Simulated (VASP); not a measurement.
## Rh: single point with PBE

The system is Rh.

```
CELL_PARAMETERS angstrom
-1.53593 1.53593 1.53593
1.53593 -1.53593 1.53593
1.53593 1.53593 -1.53593
ATOMIC_POSITIONS crystal
Rh 0.00000 0.00000 0.00000
```

This isn't the form of Rh at room conditions, which is fcc.

```
Program             : VASP 6.6.1
Task                : single point
Functional          : PBE
Potentials or basis : VASP PAW PBE potentials, release 64 (Rh_pv)
Cutoff              : 500 eV
k mesh              : 17 × 17 × 17
Occupations         : fermi-dirac, width 0.1 eV
Spin                : no spin polarisation
```

- Pressure: 0.1 GPa
- Band gap on the k mesh: zero (an odd number of electrons rules out a gap without spin polarisation)

Levels at points of the mesh, in eV from the Fermi level:
| k point | band 5 | band 6 | band 7 | band 8 | band 9 | band 10 | band 11 | band 12 |
| --- | --- | --- | --- | --- | --- | --- | --- | --- |
| (0.00, 0.00, 0.00) | -2.75 | -2.75 | -2.75 | -0.43 | -0.43 | 18.42 | 18.42 | 18.42 |

It took 20 s on 1 thread of Intel(R) Xeon(R) Platinum 8559C (Emerald Rapids) (shared host), peak memory 0.14 GiB.
